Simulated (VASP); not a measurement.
# BN (R3m) in VASP: notebook, part 3 of 3

VASP 6.6.1.

## 5. Relaxation of cell and atoms, PBE+D3(BJ)

This run uses another cell than the first one: it holds 2 atoms, not 6.

Contents of INCAR:

```
SYSTEM = BN
PREC     = Accurate       ! precision mode
ENCUT    = 600            ! plane-wave cutoff, eV
EDIFF    = 1E-7           ! SCF threshold, eV
ISMEAR   = 0              ! smearing method
SIGMA    = 0.01           ! smearing width, eV
LREAL    = .False.        ! projectors in reciprocal space
LASPH    = .True.         ! aspherical terms in the spheres
NELM     = 60             ! most SCF steps
ALGO     = Normal         ! electronic algorithm
ISIF     = 3              ! what is computed and relaxed
LWAVE    = .False.        ! write WAVECAR
LCHARG   = .False.        ! write CHGCAR
GGA      = PE             ! functional
IVDW     = 12             ! dispersion correction
IBRION   = 2              ! ionic algorithm
NSW      = 80             ! ionic steps
EDIFFG   = -0.001         ! ionic threshold
```

Contents of KPOINTS:

```
Automatic mesh
0
Gamma
  12 12 12
  0 0 0
```

Contents of POSCAR:

```
BN
1.0
    1.2530569069      0.7234527425      3.2948837565
   -1.2530569069      0.7234527425      3.2948837565
    0.0000000000     -1.4469054851      3.2948837565
B N
1 1
Direct
    0.9996975442      0.9996975442      0.9996975442
    0.3327354558      0.3327354558      0.3327354558
```

Launch:

```
cat potpaw_PBE.64/B/POTCAR potpaw_PBE.64/N/POTCAR > POTCAR
mpirun -np 1 vasp_std > vasp.out
```

Run time: 8.2 min. Hardware: 1 thread of AMD EPYC 7R43 (Zen 3), shared host; peak memory 0.17 GiB.

Results (log left out):

- Free energy: -17.8630 eV
- Relaxed volume: 8.88 Å³/atom
- Relaxed cell: a = 3.572 Å, b = 3.572 Å, c = 3.572 Å, α = 41.07°, β = 41.07°, γ = 41.07°
- Space group after relaxing (to 0.1 Å): R3m (No. 160)
- Energy gained by relaxing: 0.1 meV/atom
- Ionic steps: 14
- Pressure after relaxing: 0.0 GPa
- Band gap on the k mesh: 4.22 eV (least direct gap 4.69 eV)
- Dispersion energy per atom: -0.144 eV

The path:
```tsv
step	energy change (eV)	largest force (eV/Å)	pressure (GPa)	volume (Å³)
1	0.0000	0.0002	-0.11	17.92
2	0.0000	0.0003	-0.04	17.91
3	-0.0001	0.0007	0.13	17.86
4	-0.0001	0.0015	0.49	17.77
5	-0.0001	0.0011	0.32	17.81
6	-0.0001	0.0011	0.31	17.81
7	-0.0001	0.0011	0.27	17.80
8	-0.0001	0.0012	0.18	17.79
9	-0.0001	0.0013	0.01	17.76
10	-0.0001	0.0013	0.02	17.76
11	-0.0001	0.0013	0.01	17.76
12	-0.0001	0.0013	0.00	17.76
13	-0.0001	0.0011	0.00	17.76
14	-0.0001	0.0005	0.01	17.76
```

Final structure:
```
B N
1.0
     1.25299    0.72341    3.26599
    -1.25299    0.72341    3.26599
     0.00000   -1.44683    3.26599
B N
1 1
Direct
  0.99971 0.99971 0.99971
  0.33272 0.33272 0.33272
```

Levels at points of the mesh, in eV from the valence-band top:
| k point | band 2 | band 3 | band 4 | band 5 | band 6 | band 7 |
| --- | --- | --- | --- | --- | --- | --- |
| (0.00, 0.00, 0.00) | -3.96 | -1.27 | -1.27 | 5.38 | 11.67 | 11.67 |
| (0.50, 0.00, 0.00) | -8.92 | -4.04 | -0.53 | 5.34 | 9.96 | 13.23 |
| (0.50, 0.50, 0.00) | -8.76 | -4.11 | -1.21 | 4.22 | 9.86 | 14.49 |
| (0.50, 0.50, 0.50) | -6.24 | -1.30 | -1.30 | 10.47 | 11.58 | 11.58 |

A k mesh can miss the band edges.

## 6. Relaxation of the atoms, PBE+D3(BJ) (strain along c alone, the other axes held: -2.0 %)

Contents of INCAR:

```
SYSTEM = BN
  ALGO = Normal
  EDIFF = 1E-6
  EDIFFG = -0.008
  ENCUT = 520
  GGA = PE
  IBRION = 2
  ISIF = 2
  ISMEAR = 0
  IVDW = 12
  LASPH = .True.
  LCHARG = .False.
  LREAL = .False.
  LWAVE = .False.
  NELM = 100
  NSW = 60
  PREC = Accurate
  SIGMA = 0.02
```

Contents of KPOINTS:

```
k-points
0
Gamma
  12 12 4
  0 0 0
```

Contents of POSCAR:

```
BN
1.0
    2.5061138137      0.0000000000      0.0000000000
   -1.2530569069      2.1703582275      0.0000000000
    0.0000000000      0.0000000000      9.6869582554
B N
3 3
Direct
    0.0000000000      0.0000000000      0.0003024559
    0.6666666667      0.3333333333      0.3336357892
    0.3333333333      0.6666666667      0.6669691226
    0.6666666667      0.3333333333      0.0005978774
    0.3333333333      0.6666666667      0.3339312108
    0.0000000000      0.0000000000      0.6672645441
```

Potentials or basis: VASP PAW PBE potentials, release 64 (B, N).

Launch:

```
cat potpaw_PBE.64/B/POTCAR potpaw_PBE.64/N/POTCAR > POTCAR
mpirun -np 1 vasp_std > vasp.out
```

OUTCAR:

```text
SYSTEM = BN
   EDIFF = 1E-6
   EDIFFG = -0.008
   ENCUT = 520
   GGA = PE
   IBRION = 2
   ISIF = 2
   ISMEAR = 0
   IVDW = 12
   LASPH = .True.
   LREAL = .False.
   NELM = 100
   NSW = 60
   PREC = Accurate
 IVDW          = 12

 ion  position               nearest neighbor table
   1  0.000  0.000  0.000-   4 1.45   4 1.45   4 1.45
   2  0.667  0.333  0.334-   5 1.45   5 1.45   5 1.45
   3  0.333  0.667  0.667-   6 1.45   6 1.45   6 1.45
   4  0.667  0.333  0.001-   1 1.45   1 1.45   1 1.45
   5  0.333  0.667  0.334-   2 1.45   2 1.45   2 1.45
   6  0.000  0.000  0.667-   3 1.45   3 1.45   3 1.45

  LATTYP: Found a hexagonal cell.
 ALAT       =     2.5061138137
 C/A-ratio  =     3.8653305378

  Lattice vectors:

 A1 = (   2.5061138137,   0.0000000000,   0.0000000000)
 A2 = (  -1.2530569069,   2.1703582275,   0.0000000000)
 A3 = (   0.0000000000,   0.0000000000,   9.6869582554)

Analysis of symmetry for initial positions (statically):
=====================================================================
 Subroutine PRICEL returns following result:

[... 256 lines left out ...]
  band No.  band energies     occupation
      1     -15.3318      2.00000
      2     -15.0670      2.00000
      3     -15.0670      2.00000
      4      -3.3291      2.00000
      5      -3.3291      2.00000
      6      -1.4284      2.00000
[... 433 lines left out ...]
      3     -14.4806      2.00000
      4      -2.9657      2.00000
      5      -2.0864      2.00000
      6      -1.0129      2.00000
[... 8 lines left out ...]
     15      12.1505      0.00000
     16      13.5553      0.00000

 [... further k-points ...]

------------------------ aborting loop because EDIFF is reached ----------------------------------------

 Edisp (eV)   -0.87495

 E8    (eV) :    -0.2572

  FORCE on cell =-STRESS in cart. coord.  units (eV):
  Direction    XX          YY          ZZ          XY          YZ          ZX
  --------------------------------------------------------------------------------------
  -------------------------------------------------------------------------------------
  Total       0.03815     0.03815     0.17216    -0.00000     0.00000     0.00000
  in kB       1.16017     1.16017     5.23515    -0.00000     0.00000     0.00000
  external pressure =        2.52 kB  Pullay stress =        0.00 kB

 VOLUME and BASIS-vectors are now :
 -----------------------------------------------------------------------------
  energy-cutoff  :      520.00
  volume of cell :       52.69
      direct lattice vectors                 reciprocal lattice vectors
     2.506113814  0.000000000  0.000000000     0.399024176  0.230376716  0.000000000
    -1.253056907  2.170358227  0.000000000     0.000000000  0.460753431  0.000000000
     0.000000000  0.000000000  9.686958255     0.000000000  0.000000000  0.103231579

 POSITION                                       TOTAL-FORCE (eV/Angst)
 -----------------------------------------------------------------------------------
      2.50611      0.00000      0.00242        -0.000000     -0.000000      0.001976
      1.25306      0.72345      3.23141        -0.000000      0.000000      0.001976
     -0.00000      1.44691      6.46040        -0.000000      0.000000      0.001976
      1.25306      0.72345      0.00630         0.000000     -0.000000     -0.001976
     -0.00000      1.44691      3.23528         0.000000     -0.000000     -0.001976
     -1.25306      2.17036      6.46427         0.000000     -0.000000     -0.001976
 -----------------------------------------------------------------------------------
    total drift:                               -0.000000      0.000000      0.000878

  FREE ENERGIE OF THE ION-ELECTRON SYSTEM (eV)
  ---------------------------------------------------
  free  energy   TOTEN  =       -53.5764908940 eV

  energy  without entropy=      -53.5764908940  energy(sigma->0) =      -53.57649089

 reached required accuracy - stopping structural energy minimisation
```

OSZICAR:

```text
N       E                     dE             d eps       ncg     rms          rms(c)
DAV:   1     0.104730098027E+03    0.10473E+03   -0.13210E+04  2208   0.141E+03
DAV:   2    -0.525864452946E+02   -0.15732E+03   -0.15321E+03  2968   0.300E+02
DAV:   3    -0.579030024096E+02   -0.53166E+01   -0.53116E+01  2920   0.665E+01
DAV:   4    -0.579489417448E+02   -0.45939E-01   -0.45934E-01  3088   0.615E+00
DAV:   5    -0.579495573165E+02   -0.61557E-03   -0.61554E-03  3064   0.651E-01    0.137E+01
DAV:   6    -0.532452735263E+02    0.47043E+01   -0.17287E+01  2696   0.261E+01    0.630E+00
DAV:   7    -0.528182299414E+02    0.42704E+00   -0.62069E-01  3040   0.592E+00    0.382E+00
DAV:   8    -0.527036997657E+02    0.11453E+00   -0.45892E-01  3056   0.458E+00    0.426E-01
DAV:   9    -0.527005478485E+02    0.31519E-02   -0.14284E-02  2904   0.871E-01    0.210E-01
DAV:  10    -0.527014349858E+02   -0.88714E-03   -0.15421E-03  2984   0.319E-01    0.370E-02
DAV:  11    -0.527015332444E+02   -0.98259E-04   -0.15458E-04  2880   0.959E-02    0.250E-02
DAV:  12    -0.527015324236E+02    0.82078E-06   -0.32806E-05  3064   0.396E-02    0.256E-03
DAV:  13    -0.527015326570E+02   -0.23336E-06   -0.58055E-07  2240   0.692E-03
   1 F= -.53576478E+02 E0= -.53576478E+02  d E =-.535765E+02
       N       E                     dE             d eps       ncg     rms          rms(c)
DAV:   1    -0.527015453399E+02   -0.12916E-04   -0.31812E-03  2560   0.486E-01    0.746E-03
DAV:   2    -0.527015460771E+02   -0.73719E-06   -0.19762E-05  3152   0.379E-02    0.609E-03
DAV:   3    -0.527015456372E+02    0.43987E-06   -0.10350E-06  2488   0.101E-02
   2 F= -.53576491E+02 E0= -.53576491E+02  d E =-.127214E-04
```

CONTCAR:

```text
BN
   1.00000000000000
     2.5061138136999999    0.0000000000000000    0.0000000000000000
    -1.2530569068999999    2.1703582275000000    0.0000000000000000
     0.0000000000000000    0.0000000000000000    9.6869582554000004
  B               N
     3     3
Direct
     1.0000000000000000    0.0000000000000000    0.0002502739490040
     0.6666666667000030    0.3333333332999970    0.3335836072490082
     0.3333333332999970    0.6666666667000030    0.6669169406490070
     0.6666666667000030    0.3333333332999970    0.0006500593509913
     0.3333333332999970    0.6666666667000030    0.3339833927509972
     0.0000000000000000    1.0000000000000000    0.6673167260509942

  0.00000000E+00  0.00000000E+00  0.00000000E+00
  0.00000000E+00  0.00000000E+00  0.00000000E+00
  0.00000000E+00  0.00000000E+00  0.00000000E+00
  0.00000000E+00  0.00000000E+00  0.00000000E+00
  0.00000000E+00  0.00000000E+00  0.00000000E+00
  0.00000000E+00  0.00000000E+00  0.00000000E+00
```

Run time: 2.1 min. Hardware: 1 thread of AMD EPYC 7R43 (Zen 3), shared host; peak memory 0.17 GiB.

What came out:

```
Free energy                : -53.5765 eV
Energy gained by relaxing  : 0.0 meV/atom
Ionic steps                : 2
Pressure after relaxing    : 0.3 GPa
Band gap on the k mesh     : 4.18 eV
Dispersion energy per atom : -0.146 eV
```

Stress tensor (GPa, compression positive):
```
0.12 0.00 0.00
0.00 0.12 0.00
0.00 0.00 0.52
```

Final structure:
```
CELL_PARAMETERS angstrom
2.50611 0.00000 0.00000
-1.25306 2.17036 0.00000
0.00000 0.00000 9.68696
ATOMIC_POSITIONS crystal
B 0.00000 0.00000 0.00025
B 0.66667 0.33333 0.33358
B 0.33333 0.66667 0.66692
N 0.66667 0.33333 0.00065
N 0.33333 0.66667 0.33398
N 0.00000 0.00000 0.66732
```

Levels at points of the mesh, in eV from the valence-band top:
```
           k point  band 10  band 11  band 12  band 13  band 14  band 15
(0.00, 0.00, 0.00)    -1.31    -1.29    -1.29     5.44     9.19     9.19
(0.50, 0.00, 0.00)    -1.25    -0.77    -0.77     4.18     5.25     5.25
(0.00, 0.00, 0.50)    -1.29    -1.29    -1.29     6.71     6.71    10.57
(0.50, 0.00, 0.50)    -1.13    -1.13    -0.52     4.61     4.61     5.34
```

Caveat: the cell differs from its parent crystal (strain along c alone, the other axes held: -2.0 %).

## 7. The runs side by side

```tsv
task	cell	k mesh	cutoff (eV)	smearing	gap on the mesh (eV)	pressure (GPa)
single point	a = 2.506, b = 2.506, c = 10.280 Å, angles 90.0, 90.0, 120.0°, 6 atoms, atomic positions A	12 × 12 × 4	520	gaussian 0.02 eV	4.30	-0.2
single point	a = 2.506, b = 2.506, c = 10.478 Å, angles 90.0, 90.0, 120.0°, 6 atoms, atomic positions A	12 × 12 × 4	520	gaussian 0.02 eV	4.33	-0.2
single point	a = 3.598 Å, angles 40.8°, 2 atoms, atomic positions B	12 × 12 × 12	520	gaussian 0.01 eV	4.23	0.1
relaxation of cell and atoms	relaxed from a = 3.599 Å, angles 40.8°, 2 atoms, atomic positions B	12 × 12 × 12	600	gaussian 0.01 eV	4.22	0.0
relaxation of the atoms	atoms relaxed from a = 2.506, b = 2.506, c = 9.687 Å, angles 90.0, 90.0, 120.0°, 6 atoms, atomic positions A	12 × 12 × 4	520	gaussian 0.02 eV	4.18	0.3
```

Alike in all rows: level PBE+D3(BJ); potentials or basis VASP PAW PBE potentials, release 64 (B, N); no spin polarisation.

Total energies depend on the potentials used, so only differences within one code and one set of settings carry meaning.
